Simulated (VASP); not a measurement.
Here is a VASP 6.6.1 calculation.

Contents of INCAR:

```
SYSTEM = CsSi6P8
ALGO = Normal
EDIFF = 1E-7
EDIFFG = -0.04
ENCUT = 600
GGA = PE
IBRION = 2
ISIF = 3
ISMEAR = 0
LASPH = .TRUE.
LCHARG = .FALSE.
LREAL = Auto
LWAVE = .FALSE.
NELM = 100
NSW = 90
PREC = Accurate
SIGMA = 0.1
```

Contents of KPOINTS:

```
k-points
0
G
  4 4 4
  0 0 0
```

POSCAR

```
CsSi6P8
1.0
    0.0000000000      5.1817287200      5.1817287200
    5.1817287200      0.0000000000      5.1817287200
    5.1817287200      5.1817287200      0.0000000000
Cs Si P
1 6 8
Direct
    0.5000000000      0.5000000000      0.5000000000
    0.5000000000      0.0000000000      0.5000000000
    0.5000000000      0.0000000000      0.0000000000
    0.0000000000      0.0000000000      0.5000000000
    0.0000000000      0.5000000000      0.0000000000
    0.0000000000      0.5000000000      0.5000000000
    0.5000000000      0.5000000000      0.0000000000
    0.8575690000      0.4272930000      0.8575690000
    0.1424310000      0.1424310000      0.1424310000
    0.8575690000      0.8575690000      0.8575690000
    0.5727070000      0.1424310000      0.1424310000
    0.8575690000      0.8575690000      0.4272930000
    0.4272930000      0.8575690000      0.8575690000
    0.1424310000      0.1424310000      0.5727070000
    0.1424310000      0.5727070000      0.1424310000
```

Potentials or basis: VASP PAW PBE potentials, release 64 (Cs_sv, Si, P).

Run with:

```console
$ cat potpaw_PBE.64/Cs_sv/POTCAR potpaw_PBE.64/Si/POTCAR potpaw_PBE.64/P/POTCAR > POTCAR
$ mpirun -np 1 vasp_std > vasp.out
```

Q: Predict the relaxed volume.

A: 22.01 Å³/atom.

Q: Estimate the band gap on the k mesh.

A: Zero (an odd number of electrons rules out a gap without spin polarisation).

Q: What does it give for the space group after relaxing (to 0.1 Å)?

A: Fm-3m (No. 225).

Q: Predict the relaxed cell.

A: a = 7.758 Å, b = 7.758 Å, c = 7.758 Å, α = 60.00°, β = 60.00°, γ = 60.00°.

Step by step:
| step | energy change (eV) | largest force (eV/Å) | pressure (GPa) | volume (Å³) |
| --- | --- | --- | --- | --- |
| 1 | 0.0000 | 1.2864 | 19.00 | 278.26 |
| 2 | -2.5944 | 0.0148 | -5.13 | 376.56 |
| 3 | -3.2466 | 0.3226 | -0.24 | 339.60 |
| 4 | -3.2863 | 0.3240 | -0.22 | 338.45 |
| 5 | -3.3948 | 0.2549 | -0.10 | 335.03 |
| 6 | -3.4503 | 0.0887 | 0.22 | 328.24 |
| 7 | -3.4615 | 0.0004 | 0.14 | 330.13 |

Caveat: the volume moved by over 15 % at a fixed basis, so the end points are rough; spin-orbit coupling is left out, which moves the levels of the heavy elements.
